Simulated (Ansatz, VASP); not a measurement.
# Two plane-wave programs on AlN

```
Al N
1.0
     0.00000    2.00521    2.00521
     2.00521    0.00000    2.00521
     2.00521    2.00521    0.00000
Al N
1 1
Direct
  0.50000 0.50000 0.50000
  0.00000 0.00000 0.00000
```

Alike in both runs: functional LDA; k mesh 8 × 8 × 8; occupations gaussian, width 0.1 eV; no spin polarisation.

Ansatz relaxed the structure, and its values are those at the end. VASP's run is a single point on that final structure, the one shown.

|  | VASP | Ansatz |
| --- | --- | --- |
| version | VASP 6.6.1 | Ansatz 0.2.0 |
| potentials or method | VASP PAW LDA potentials, release 64 (Al, N), cutoff 600 eV | scalar-relativistic, plane waves, PAW |
| valence electrons in the cell | 8 | 8 |

|  | VASP | Ansatz | Ansatz less VASP |
| --- | --- | --- | --- |
| gap on the k mesh at the Fermi level (eV) | 4.70 | 4.71 | +0.014 |
| least direct gap on the mesh (eV) | 6.13 | 6.11 | -0.020 |
| pressure (GPa) | 0.6 | 0.1 | -0.52 |

LDA's correlation is that of Perdew and Zunger in VASP and of Perdew and Wang (1992) in Ansatz.
